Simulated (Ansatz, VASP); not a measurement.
## Two plane-wave programs on Ga3Se

INCAR

```
SYSTEM = Ga3Se
PREC = Accurate
ENCUT = 520
EDIFF = 1E-6
ISMEAR = 0
SIGMA = 0.15
LREAL = .FALSE.
LASPH = .TRUE.
NELM = 100
ALGO = Normal
ISIF = 2
LWAVE = .FALSE.
LCHARG = .TRUE.
GGA = PE
IVDW = 12
LELF = .TRUE.
LVHAR = .TRUE.
NBANDS = 30
```

Contents of KPOINTS:

```
regular mesh
0
G
  12 12 12
  0 0 0
```

File POSCAR:

```
Ga3Se
1.0
    4.3884644704      0.0000000000      0.0000000000
    0.0000000000      4.3884644704      0.0000000000
    0.0000000000      0.0000000000      4.3236103157
Ga Se
3 1
Direct
    0.0000000000      0.5000000000      0.5000000000
    0.5000000000      0.0000000000      0.5000000000
    0.5000000000      0.5000000000      0.0000000000
    0.0000000000      0.0000000000      0.0000000000
```

Input for Ansatz:

```yaml
crystal:
  lattice:
    - [4.3884644704, 0.0, 0.0]
    - [0.0, 4.3884644704, 0.0]
    - [0.0, 0.0, 4.3236103157]
  atoms:
    - { symbol: Ga, position: [0.0, 0.5, 0.5] }
    - { symbol: Ga, position: [0.5, 0.0, 0.5] }
    - { symbol: Ga, position: [0.5, 0.5, 0.0] }
    - { symbol: Se, position: [0.0, 0.0, 0.0] }
basis:
  ecutwfc: 420
kpoints:
  mp_grid: { grid: [12, 12, 12] }
hamiltonian:
  xc: pbe
  dispersion: d3bj
scf:
  occupations: { method: gaussian, width: 0.15 }
output:
  forces: true
  stress: true
  eigenvalues: true
```

Change from the starting cell: strain +0.015 along x and y, +0.000 along z, atoms carried along.

Alike in both runs: task single point; functional PBE; dispersion D3(BJ); k mesh 12 × 12 × 12; occupations gaussian, width 0.15 eV; no spin polarisation.

|  | VASP | Ansatz |
| --- | --- | --- |
| version | VASP 6.6.1 | Ansatz 0.2.0 |
| potentials or method | VASP PAW PBE potentials, release 64 (Ga_d, Se), cutoff 520 eV | scalar-relativistic, plane waves, PAW |
| valence electrons in the cell | 45 | 55 |

|  | VASP | Ansatz | Ansatz less VASP |
| --- | --- | --- | --- |
| gap on the k mesh at the Fermi level (eV) | none | none | - |
| pressure (GPa) | -1.2 | -1.2 | -0.04 |

A gap of «none» marks a metal or a gap that the smearing closes. VASP's potentials hold 45 valence electrons a cell and Ansatz's 55, so a difference there can come from the potentials and not from the codes.
